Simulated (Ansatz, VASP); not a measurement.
# PtSe2 in VASP and in Ansatz

Contents of INCAR:

```
PREC     = Accurate       # precision mode
ENCUT    = 520            # plane-wave cutoff, eV
EDIFF    = 1E-6           # SCF threshold, eV
ISMEAR   = 0              # smearing method
SIGMA    = 0.15           # smearing width, eV
LREAL    = F              # projectors in reciprocal space
LASPH    = T              # aspherical terms in the spheres
NELM     = 60             # most SCF steps
ALGO     = Normal         # electronic algorithm
ISIF     = 2              # what is computed and relaxed
LWAVE    = F              # write WAVECAR
LCHARG   = F              # write CHGCAR
GGA      = PS             # functional
NBANDS   = 18             # bands
```

KPOINTS

```
Automatic mesh
0
Gamma
  12 12 10
```

POSCAR

```
PtSe2
1.0
    3.8729606288      0.0000000000      0.0000000000
   -1.9364803144      3.3540822924      0.0000000000
    0.0000000000      0.0000000000      5.2644800000
Pt Se
1 2
Direct
    0.0000000000      0.0000000000      0.0000000000
    0.3333333333      0.6666666667      0.2500000000
    0.6666666667      0.3333333333      0.7500000000
```

Input for Ansatz:

```yaml
crystal:
  lattice:
    - [3.8729606288, 0.0, 0.0]
    - [-1.9364803144, 3.3540822924, 0.0]
    - [0.0, 0.0, 5.26448]
  atoms:
    - { symbol: Pt, position: [0.0, 0.0, 0.0] }
    - { symbol: Se, position: [0.3333333333, 0.6666666667, 0.25] }
    - { symbol: Se, position: [0.6666666667, 0.3333333333, 0.75] }
basis:
  ecutwfc: 420
kpoints:
  mp_grid: { grid: [12, 12, 10] }
hamiltonian:
  xc: pbesol
scf:
  occupations: { method: gaussian, width: 0.15 }
output:
  forces: true
  stress: true
  eigenvalues: true
```

Change from the starting cell: strain +0.040 along x and y, +0.040 along z, atoms carried along.

Alike in both runs: task single point; functional PBEsol; k mesh 12 × 12 × 10; occupations gaussian, width 0.15 eV; no spin polarisation.

```csv
,VASP,Ansatz
version,VASP 6.6.1,Ansatz 0.2.0
potentials or method,"VASP PAW PBE potentials, release 64 (Pt, Se), cutoff 520 eV","scalar-relativistic, plane waves, PAW"
valence electrons in the cell,22,50
```

Ansatz gave:

* gap on the k mesh at the Fermi level (eV): none
* pressure (GPa): -10.0
* traceless stress, the component that is largest in VASP (GPa): 1.98
* rms of the force components (eV/Å): 0.428

Which values does VASP return?

gap on the k mesh at the Fermi level (eV): none; pressure (GPa): -10.0; traceless stress, the component that is largest in VASP (GPa): 1.96; rms of the force components (eV/Å): 0.425.

VASP's potentials were made for PBE, not for PBEsol. Atom by atom the forces differ by 0.003 eV/Å (rms over components). A gap of «none» marks a metal or a gap that the smearing closes. VASP's potentials hold 22 valence electrons a cell and Ansatz's 50, so a difference there can come from the potentials and not from the codes.

Spin-orbit coupling is off throughout.
